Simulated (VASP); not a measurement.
# GaP (F-43m) in VASP: further runs

The runs below take GaP through single point, with LDA.

All numbers are computed with VASP 6.6.1; they aren't measurements. Logs are shortened: lines on timing, memory, paths and dates and some standing lists are left out, and cuts for length are marked.

## 1. The cell of the first run

Symmetry: F-43m, No. 216, cubic system. Conventional cell: a = 5.451 Å, b = 5.451 Å, c = 5.451 Å, α = 90.00°, β = 90.00°, γ = 90.00°. Ga (site symmetry -43m) has 4 P at 2.36 Å within 3.1 Å. Within 3.1 Å of P (site symmetry -43m) lie 4 Ga at 2.36 Å.

## 2. Single point, LDA

Contents of INCAR:

```
PREC = Accurate
ENCUT = 500
EDIFF = 1E-6
ISMEAR = 0
SIGMA = 0.05
LREAL = False
LASPH = True
NELM = 120
ALGO = Normal
ISIF = 2
LWAVE = False
LCHARG = False
GGA = CA
NBANDS = 16
GGA_COMPAT = False
```

Contents of KPOINTS:

```
Automatic mesh
0
Gamma
  10 10 10
```

Contents of POSCAR:

```
GaP
1.0
    0.0000000000      2.7252500000      2.7252500000
    2.7252500000      0.0000000000      2.7252500000
    2.7252500000      2.7252500000      0.0000000000
Ga P
1 1
Direct
    0.0000000000      0.0000000000      0.0000000000
    0.7500000000      0.7500000000      0.7500000000
```

Potentials or basis: VASP PAW LDA potentials, release 64 (Ga_d, P).

Launch:

```console
$ cat potpaw_LDA.64/Ga_d/POTCAR potpaw_LDA.64/P/POTCAR > POTCAR
$ mpirun -np 1 vasp_std > vasp.out
```

OUTCAR:

```text
PREC = Accurate
   ENCUT = 500
   EDIFF = 1E-6
   ISMEAR = 0
   LREAL = False
   LASPH = True
   NELM = 120
   ISIF = 2
   GGA = CA

 ion  position               nearest neighbor table
   1  0.000  0.000  0.000-   2 2.36   2 2.36   2 2.36   2 2.36
   2  0.750  0.750  0.750-   1 2.36   1 2.36   1 2.36   1 2.36

  LATTYP: Found a face centered cubic cell.
 ALAT       =     5.4505000000

  Lattice vectors:

 A1 = (   0.0000000000,   2.7252500000,   2.7252500000)
 A2 = (   2.7252500000,   0.0000000000,   2.7252500000)
 A3 = (   2.7252500000,   2.7252500000,   0.0000000000)

Analysis of symmetry for initial positions (statically):
=====================================================================
 Subroutine PRICEL returns:
 Original cell was already a primitive cell.

 Routine SETGRP: Setting up the symmetry group for a
 face centered cubic supercell.

 Subroutine GETGRP returns: Found 24 space group operations
 (whereof 24 operations were pure point group operations)
 out of a pool of 48 trial point group operations.

The static configuration has the point symmetry T_d .

Analysis of symmetry for dynamics (positions and initial velocities):
=====================================================================
 Subroutine PRICEL returns:
 Original cell was already a primitive cell.

 Routine SETGRP: Setting up the symmetry group for a
 face centered cubic supercell.

 Subroutine GETGRP returns: Found 24 space group operations
 (whereof 24 operations were pure point group operations)
 out of a pool of 48 trial point group operations.

The dynamic configuration has the point symmetry T_d .

 Subroutine INISYM returns: Found 24 space group operations
 (whereof 24 operations are pure point group operations),
 and found     1 'primitive' translations

----------------------------------------------------------------------------------------

                                     Primitive cell

  volume of cell :      40.4808

  direct lattice vectors                    reciprocal lattice vectors
     0.000000000  2.725250000  2.725250000    -0.183469406  0.183469406  0.183469406
     2.725250000  0.000000000  2.725250000     0.183469406 -0.183469406  0.183469406
     2.725250000  2.725250000  0.000000000     0.183469406  0.183469406 -0.183469406

  length of vectors
     3.854085511  3.854085511  3.854085511     0.317778334  0.317778334  0.317778334

  position of ions in fractional coordinates (direct lattice)
     0.000000000  0.000000000  0.000000000
     0.750000000  0.750000000  0.750000000

  ion indices of the primitive-cell ions
   primitive index   ion index
                 1           1
                 2           2

----------------------------------------------------------------------------------------

 KPOINTS: Automatic mesh

Automatic generation of k-mesh.
 Grid dimensions read from file:
 generate k-points for:   10   10   10

 Generating k-lattice:

  Cartesian coordinates                     Fractional coordinates (reciprocal lattice)
    -0.018346941  0.018346941  0.018346941     0.100000000  0.000000000  0.000000000
     0.018346941 -0.018346941  0.018346941     0.000000000  0.100000000  0.000000000
     0.018346941  0.018346941 -0.018346941     0.000000000  0.000000000  0.100000000

  Length of vectors
     0.031777833  0.031777833  0.031777833

  Shift w.r.t. Gamma in fractional coordinates (k-lattice)
     0.000000000  0.000000000  0.000000000

 Subroutine IBZKPT returns following result:
 ===========================================

 Found     47 irreducible k-points:

 Following reciprocal coordinates:
            Coordinates               Weight
  0.000000  0.000000  0.000000      1.000000
  0.100000  0.000000  0.000000      8.000000
  0.200000  0.000000  0.000000      8.000000
  0.300000  0.000000  0.000000      8.000000
  0.400000  0.000000  0.000000      8.000000
  0.500000  0.000000  0.000000      4.000000
[... 16 lines left out ...]
  0.300000  0.300000  0.000000      6.000000
  0.400000  0.300000  0.000000     24.000000
 [... further k-points ...]
   k-points           NKPTS =     47   k-points in BZ     NKDIM =     47   number of bands    NBANDS=     16
   number of dos      NEDOS =    301   number of ions     NIONS =      2
   total plane-waves  NPLWV =  21952
   dimension x,y,z NGX =    28 NGY =   28 NGZ =   28
   dimension x,y,z NGXF=    56 NGYF=   56 NGZF=   56
   ions per type =               1   1
   NGX,Y,Z   is equivalent  to a cutoff of  12.08, 12.08, 12.08 a.u.
   NGXF,Y,Z  is equivalent  to a cutoff of  24.16, 24.16, 24.16 a.u.
 SYSTEM =  unknown system
   PREC   = accura    normal or accurate (medium, high low for compatibility)
   ISTART =      0    job   : 0-new  1-cont  2-samecut
   ICHARG =      2    charge: 1-file 2-atom 10-const
   ISPIN  =      1    spin polarized calculation?
   LNONCOLLINEAR =      F non collinear calculations
   LSORBIT =      F    spin-orbit coupling
   LASPH  =      T    aspherical Exc in radial PAW
   ENCUT  =  500.0 eV  36.75 Ry    6.06 a.u.   7.03  7.03  7.03*2*pi/ulx,y,z
   NELM   =    120;   NELMIN=  2; NELMDL= -5     # of ELM steps
   EDIFF  = 0.1E-05   stopping-criterion for ELM
   LREAL  =      F    real-space projection
   EDIFFG = 0.1E-04   stopping-criterion for IOM
   NSW    =      0    number of steps for IOM
   IBRION =     -1    ionic relax: 0-MD 1-quasi-New 2-CG
   NFREE  =      0    steps in history (QN), initial steepest desc. (CG)
   ISIF   =      2    stress and relaxation
   ISYM   =      2    0-nonsym 1-usesym 2-fastsym
   POTIM  = 0.5000    time-step for ionic-motion
   TEBEG  =    0.0;   TEEND  =   0.0 temperature during run
   PSTRESS=    0.0 pullay stress
   NELECT =      18.0000    total number of electrons
   NUPDOWN=      -1.0000    fix difference up-down
   EMIN   =  10.00;   EMAX   =-10.00  energy-range for DOS
   EFERMI =   0.00;   METHOD = LEGACY
   ISMEAR =     0;   SIGMA  =   0.05  broadening in eV -4-tet -1-fermi 0-gaus
   EFERMI_NEDOS =   21; number of points for ismear=-14 and -15
   IALGO  =     38    algorithm
   IMIX   =      4    mixing-type and parameters
     AMIX     =   0.40;   BMIX     =  1.00
     AMIX_MAG =   1.60;   BMIX_MAG =  1.00
  volume/ion in A,a.u.               =      20.24       136.59
  Fermi-wavevector in a.u.,A,eV,Ry     =   1.249538  2.361284 21.243377  1.561344
  Thomas-Fermi vector in A             =   2.383574
   LORBIT       =      0    0 simple, 1 ext, 2 COOP (PROOUT), +10 PAW based schemes
   GGA     = CA    functional components
   LHFCALC =     F    Hartree Fock is set to
   AEXX    =    0.0000 exact exchange contribution
   IVDW    =     0    specifies the selected vdW correction
   LEPSILON=     F    determine dielectric tensor
   LRPA    =     F    only Hartree local field effects (RPA)
 non-spin polarized calculation
 Gauss-broadening in eV      SIGMA  =   0.05
  energy-cutoff  :      500.00
  volume of cell :       40.48
 maximum number of plane-waves:      1056
   NGX = 13   NGY = 13   NGZ = 13

 number of electron      18.0000016 magnetization

 Free energy of the ion-electron system (eV)
  ---------------------------------------------------
  ext. energy  EPLUGINS =         0.00000000
  ---------------------------------------------------
  free energy    TOTEN  =       -10.44251742 eV

  energy without entropy =      -10.44251742  energy(sigma->0) =      -10.44251742

 E-fermi :   4.7389     XC(G=0): -10.1645

 val. band max:        4.5036474022   @ k =   0.0000   0.0000   0.0000
 cond. band min:       5.9585661535   @ k =   0.4000   0.4000   0.0000
 fundamental gap:      1.4549187513
 Fermi energy:         4.7388633727

 k-point     1 :       0.0000    0.0000    0.0000
  band No.  band energies     occupation
      1     -10.1996      2.00000
      2     -10.1996      2.00000
      3     -10.1996      2.00000
      4     -10.1015      2.00000
      5     -10.1015      2.00000
      6      -8.0055      2.00000
[... 8 lines left out ...]
     15      14.3019      0.00000
     16      14.3019      0.00000

 k-point     2 :       0.1000    0.0000    0.0000
  band No.  band energies     occupation
      1     -10.2078      2.00000
      2     -10.1966      2.00000
      3     -10.1966      2.00000
      4     -10.1016      2.00000
      5     -10.1016      2.00000
      6      -7.8756      2.00000
[... 8 lines left out ...]
     15      13.8006      0.00000
     16      13.8006      0.00000

 k-point     3 :       0.2000    0.0000    0.0000
  band No.  band energies     occupation
      1     -10.2280      2.00000
      2     -10.1892      2.00000
      3     -10.1892      2.00000
      4     -10.1011      2.00000
      5     -10.1011      2.00000
      6      -7.4980      2.00000
[... 8 lines left out ...]
     15      13.3579      0.00000
     16      14.3466      0.00000

 k-point     4 :       0.3000    0.0000    0.0000
  band No.  band energies     occupation
      1     -10.2511      2.00000
      2     -10.1815      2.00000
      3     -10.1815      2.00000
      4     -10.0990      2.00000
      5     -10.0990      2.00000
      6      -6.9178      2.00000
[... 8 lines left out ...]
     15      13.7602      0.00000
     16      13.9854      0.00000

 k-point     5 :       0.4000    0.0000    0.0000
  band No.  band energies     occupation
      1     -10.2687      2.00000
      2     -10.1768      2.00000
      3     -10.1768      2.00000
      4     -10.0958      2.00000
      5     -10.0958      2.00000
      6      -6.2658      2.00000
[... 8 lines left out ...]
     15      14.9928      0.00000
     16      14.9928      0.00000

 k-point     6 :       0.5000    0.0000    0.0000
  band No.  band energies     occupation
      1     -10.2752      2.00000
      2     -10.1753      2.00000
      3     -10.1753      2.00000
      4     -10.0943      2.00000
      5     -10.0943      2.00000
      6      -5.9215      2.00000
[... 8 lines left out ...]
     15      16.1670      0.00000
     16      16.1670      0.00000

 k-point     7 :       0.1000    0.1000    0.0000
  band No.  band energies     occupation
      1     -10.2135      2.00000
      2     -10.1938      2.00000
      3     -10.1938      2.00000
      4     -10.1041      2.00000
      5     -10.0995      2.00000
      6      -7.8324      2.00000
[... 8 lines left out ...]
     15      13.8725      0.00000
     16      14.4594      0.00000

 k-point     8 :       0.2000    0.1000    0.0000
  band No.  band energies     occupation
      1     -10.2298      2.00000
      2     -10.1877      2.00000
      3     -10.1863      2.00000
      4     -10.1063      2.00000
      5     -10.0975      2.00000
      6      -7.5371      2.00000
[... 8 lines left out ...]
     15      14.3017      0.00000
     16      14.8869      0.00000

 k-point     9 :       0.3000    0.1000    0.0000
  band No.  band energies     occupation
      1     -10.2497      2.00000
      2     -10.1812      2.00000
      3     -10.1781      2.00000
      4     -10.1064      2.00000
      5     -10.0952      2.00000
      6      -7.0211      2.00000
[... 8 lines left out ...]
     15      14.5046      0.00000
     16      14.9233      0.00000
[... 172 lines left out ...]
 k-point    19 :       0.5000    0.2000    0.0000
  band No.  band energies     occupation
      1     -10.2809      2.00000
      2     -10.1675      2.00000
      3     -10.1602      2.00000
      4     -10.1098      2.00000
      5     -10.0909      2.00000
      6      -5.7151      2.00000
[... 8 lines left out ...]
     15      16.2032      0.00000
     16      17.0109      0.00000

 k-point    20 :      -0.4000    0.2000    0.0000
  band No.  band energies     occupation
      1     -10.2792      2.00000
      2     -10.1693      2.00000
      3     -10.1618      2.00000
      4     -10.1037      2.00000
      5     -10.0960      2.00000
      6      -5.6116      2.00000
[... 8 lines left out ...]
     15      14.5075      0.00000
     16      16.8039      0.00000

 k-point    21 :      -0.3000    0.2000    0.0000
  band No.  band energies     occupation
      1     -10.2703      2.00000
      2     -10.1719      2.00000
      3     -10.1675      2.00000
      4     -10.1020      2.00000
      5     -10.0992      2.00000
      6      -6.0981      2.00000
[... 8 lines left out ...]
     15      15.3125      0.00000
     16      17.1786      0.00000

 k-point    22 :      -0.2000    0.2000    0.0000
  band No.  band energies     occupation
      1     -10.2564      2.00000
      2     -10.1765      2.00000
      3     -10.1758      2.00000
      4     -10.1050      2.00000
      5     -10.0973      2.00000
      6      -6.7194      2.00000
[... 8 lines left out ...]
     15      15.6645      0.00000
     16      16.3920      0.00000

 k-point    23 :       0.3000    0.3000    0.0000
  band No.  band energies     occupation
      1     -10.2785      2.00000
      2     -10.1584      2.00000
      3     -10.1584      2.00000
      4     -10.1232      2.00000
      5     -10.0874      2.00000
      6      -6.5409      2.00000
[... 8 lines left out ...]
     15      15.6478      0.00000
     16      18.0433      0.00000

 k-point    24 :       0.4000    0.3000    0.0000
  band No.  band energies     occupation
      1     -10.2899      2.00000
      2     -10.1527      2.00000
      3     -10.1506      2.00000
      4     -10.1259      2.00000
      5     -10.0853      2.00000
      6      -6.0151      2.00000
[... 8 lines left out ...]
     15      16.2971      0.00000
     16      18.0913      0.00000

 [... further k-points ...]
[... 5 lines left out ...]
  --------------------------------------------------------------------------------------
  -------------------------------------------------------------------------------------
  Total       -0.6769828     -0.6769828     -0.6769828     -0.0000000      0.0000000     -0.0000000
  in kB      -26.7940984    -26.7940984    -26.7940984     -0.0000000      0.0000000     -0.0000000
  external PRESSURE =     -26.7940984 kB  Pullay stress =       0.0000000 kB

 VOLUME and BASIS-vectors are now :
 -----------------------------------------------------------------------------
  energy-cutoff  :      500.00
  volume of cell :       40.48
      direct lattice vectors                 reciprocal lattice vectors
     0.000000000  2.725250000  2.725250000    -0.183469406  0.183469406  0.183469406
     2.725250000  0.000000000  2.725250000     0.183469406 -0.183469406  0.183469406
     2.725250000  2.725250000  0.000000000     0.183469406  0.183469406 -0.183469406

 POSITION                                       TOTAL-FORCE (eV/Angst)
 -----------------------------------------------------------------------------------
      0.00000      0.00000      0.00000        -0.000000     -0.000000     -0.000000
      4.08788      4.08788      4.08788         0.000000      0.000000      0.000000
 -----------------------------------------------------------------------------------
    total drift:                               -0.000001     -0.000001     -0.000001

  FREE ENERGIE OF THE ION-ELECTRON SYSTEM (eV)
  ---------------------------------------------------
  free  energy   TOTEN  =       -10.4425174226 eV

  energy  without entropy=      -10.4425174226  energy(sigma->0) =      -10.44251742
```

Run time: 9.5 s. Hardware: 1 thread of Intel Xeon 6975P-C (Granite Rapids), shared host; peak memory 0.15 GiB.

What came out:

```
Free energy            : -10.4425 eV
Pressure               : -2.7 GPa
Band gap on the k mesh : 1.46 eV (least direct gap 1.64 eV)
```

Levels at points of the mesh, in eV from the valence-band top:
```csv
k point,band 5,band 6,band 7,band 8,band 9,band 10,band 11,band 12,band 13,band 14
"(0.00, 0.00, 0.00)",-14.61,-12.51,0.00,0.00,0.00,1.64,3.79,3.79,3.79,8.49
"(0.50, 0.00, 0.00)",-14.60,-10.43,-6.71,-1.13,-1.13,1.52,4.63,4.63,8.05,10.64
"(0.50, 0.50, 0.00)",-14.58,-9.51,-6.84,-2.71,-2.71,1.50,1.68,10.45,10.45,10.96
```

A k mesh can miss the band edges. As with any semilocal functional, this LDA gap is likely too small.

## 3. Single point, LDA

This run uses another cell than the first one: it holds 4 atoms, not 2.

Contents of INCAR:

```
PREC = Accurate ; ENCUT = 520
EDIFF = 1E-6 ; ISMEAR = 0
SIGMA = 0.05 ; LREAL = False
LASPH = True ; NELM = 100
ALGO = Normal ; ISIF = 2
LWAVE = False ; LCHARG = False
NBANDS = 26
```

Contents of KPOINTS:

```
regular mesh
0
Gamma
  8 8 6
```

Contents of POSCAR:

```
GaP
1.0
    0.0000000000     -2.7252500000     -2.7252500000
    0.0000000000      2.7252500000     -2.7252500000
    5.4505000000      0.0000000000      0.0000000000
Ga P
2 2
Direct
    0.5000000000      0.5000000000      0.5000000000
    0.0000000000      0.0000000000      0.0000000000
    0.0000000000      0.5000000000      0.2500000000
    0.5000000000      0.0000000000      0.7500000000
```

Potentials or basis: VASP PAW LDA potentials, release 64 (Ga_d, P).

Launch:

```console
$ cat potpaw_LDA.64/Ga_d/POTCAR potpaw_LDA.64/P/POTCAR > POTCAR
$ mpirun -np 1 vasp_std > vasp.out
```

Wall time 2.3 min (1 thread of Intel Xeon Platinum 8488C (Sapphire Rapids), shared host); peak memory 0.23 GiB.

The run converged. Its results:

```
Free energy            : -20.8843 eV
Pressure               : -2.6 GPa
Band gap on the k mesh : 1.44 eV
```

Levels at points of the mesh, in eV from the valence-band top:
```csv
k point,band 16,band 17,band 18,band 19,band 20,band 21
"(0.00, 0.00, 0.00)",0.00,0.00,0.00,1.50,1.64,1.68
"(0.50, 0.00, 0.00)",-3.45,-1.22,-1.22,3.04,3.04,5.58
"(0.50, 0.50, 0.00)",-2.71,-2.71,-2.71,1.50,1.50,1.68
"(0.00, 0.00, 0.50)",-1.70,-1.70,-1.70,2.05,2.05,3.58
"(0.50, 0.00, 0.50)",-1.13,-1.13,-1.13,1.52,1.52,4.63
"(0.50, 0.50, 0.50)",-3.62,-3.47,-3.47,4.59,4.59,4.78
```
